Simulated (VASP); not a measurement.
IrAuC6N6: single point with PBE

IrAuC6N6:

```
Ir C Au N
1.0
     0.00000    5.34775    5.34775
     5.34775    0.00000    5.34775
     5.34775    5.34775    0.00000
Ir C Au N
1 6 1 6
Direct
  0.00000 0.00000 0.00000
  0.81171 0.18829 0.18829
  0.18829 0.81171 0.18829
  0.18829 0.18829 0.81171
  0.18829 0.81171 0.81171
  0.81171 0.18829 0.81171
  0.81171 0.81171 0.18829
  0.50000 0.50000 0.50000
  0.70296 0.29704 0.29704
  0.29704 0.70296 0.29704
  0.29704 0.29704 0.70296
  0.29704 0.70296 0.70296
  0.70296 0.29704 0.70296
  0.70296 0.70296 0.29704
```

```
Program             : VASP 6.6.1
Task                : single point
Functional          : PBE
Potentials or basis : VASP PAW PBE potentials, release 64 (Ir, C, Au, N)
Cutoff              : 520 eV
k mesh              : 4 × 4 × 4
Occupations         : gaussian, width 0.1 eV
Spin                : collinear spin
Starting moments    : [1.0, 0.0, 0.0, 0.0, 0.0, 0.0, 0.0, 0.0, 0.0, 0.0, 0.0, 0.0, 0.0, 0.0] μB
```

```json
{"Pressure": "0.5 GPa", "Largest force": "0.403 eV/Å", "Band gap on the k mesh": "0.62 eV (least direct gap 0.71 eV)", "Net moment": "2.00 μB per cell", "Site moments": "Ir +0.03; C +0.01; Au +1.03; N +0.14 μB", "Valence electrons inside the program's atomic spheres": "Ir 8.98; C 2.60; Au 9.38; N 3.88"}
```

Forces in eV/Å, atoms in the order of the input:
```
Ir   0.000  0.000  0.000
C   -0.329  0.000  0.000
C    0.000 -0.329  0.000
C    0.000  0.000 -0.329
C    0.329  0.000  0.000
C    0.000  0.329  0.000
C    0.000  0.000  0.329
Au   0.000  0.000  0.000
N    0.403  0.000  0.000
N    0.000  0.403  0.000
N    0.000  0.000  0.403
N   -0.403  0.000  0.000
N    0.000 -0.403  0.000
N    0.000  0.000 -0.403
```

Levels at points of the mesh, in eV from the valence-band top:
Spin up:
| k point | band 34 | band 35 | band 36 | band 37 | band 38 | band 39 | band 40 | band 41 | band 42 | band 43 |
| --- | --- | --- | --- | --- | --- | --- | --- | --- | --- | --- |
| (0.00, 0.00, 0.00) | -1.11 | -1.11 | -1.11 | -0.33 | -0.33 | 4.72 | 4.72 | 4.72 | 5.55 | 5.55 |
| (0.50, 0.00, 0.00) | -1.31 | -1.24 | -1.24 | 0.00 | 0.00 | 4.86 | 5.13 | 5.13 | 5.33 | 5.33 |
| (0.50, 0.50, 0.00) | -1.11 | -1.03 | -1.03 | -0.33 | -0.22 | 4.62 | 5.00 | 5.02 | 5.02 | 5.14 |
Spin down:
```tsv
k point	band 34	band 35	band 36	band 37	band 38	band 39
(0.00, 0.00, 0.00)	-0.98	-0.98	-0.98	0.62	0.62	4.80
(0.50, 0.00, 0.00)	-1.22	-1.16	-1.16	0.92	0.92	4.96
(0.50, 0.50, 0.00)	-0.99	-0.95	-0.95	0.62	0.75	4.70
```

Run time: 10 min on 1 thread of Intel Xeon 8259CL (shared host), peak memory 0.7 GiB.

Caveat: spin-orbit coupling is left out, which moves the levels of the heavy elements. A k mesh can miss the band edges.
